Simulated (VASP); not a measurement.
Write the native input for VASP 6.6.1 that does the following.

```
Task                   : relaxation of cell and atoms
Functional             : PBEsol
Potentials or basis    : VASP PAW PBE potentials, release 64 (Hf_pv)
Cutoff                 : 500 eV
k mesh                 : 7 × 7 × 7
Occupations            : methfessel-paxton, width 0.05 eV
Spin                   : no spin polarisation
Dipole correction      : no
Further INCAR settings : ALGO = Normal; EDIFF = 1e-07; IBRION = 2; EDIFFG = -0.02; NSW = 80; ISIF = 3
```

The structure of Hf lies in POSCAR:

```
Hf
1.0
    0.0000000000      2.2200000000      2.2200000000
    2.2200000000      0.0000000000      2.2200000000
    2.2200000000      2.2200000000      0.0000000000
Hf
1
Direct
    0.0000000000      0.0000000000      0.0000000000
```

This isn't the form of Hf at room conditions, which is hcp.

One way to write it, as run:

INCAR

```
PREC = Accurate
ENCUT = 500
EDIFF = 1E-7
ISMEAR = 1
SIGMA = 0.05
LREAL = False
LASPH = True
NELM = 120
ALGO = Normal
ISIF = 3
LWAVE = False
LCHARG = False
GGA = PS
IBRION = 2
NSW = 80
EDIFFG = -0.02
GGA_COMPAT = False
NELMIN = 4
```

KPOINTS

```
Automatic mesh
0
Gamma
  7 7 7
```

Potentials or basis: VASP PAW PBE potentials, release 64 (Hf_pv).

The run is started by

```sh
$ cat potpaw_PBE.64/Hf_pv/POTCAR > POTCAR
$ mpirun -np 1 vasp_std > vasp.out
```

Results of the run:

* Relaxed volume: 21.56 Å³/atom
* Relaxed cell: a = 3.124 Å, b = 3.124 Å, c = 3.124 Å, α = 60.00°, β = 60.00°, γ = 60.00°
* Space group after relaxing (to 0.1 Å): Fm-3m (No. 225)
* Energy gained by relaxing: 1.7 meV/atom
* Ionic steps: 3
* Pressure after relaxing: 0.0 GPa
* Band gap on the k mesh: zero (bands 5 and 6 overlap by 1.61 eV)

Caveat: the PAW data sets were made with another functional, which shifts forces and pressure a little; spin-orbit coupling is left out, which moves the levels of the heavy elements.

Wall time 4.8 s on 1 thread of Intel(R) Xeon(R) 6975P-C (Granite Rapids), with other jobs on the host, peak memory 0.14 GiB.
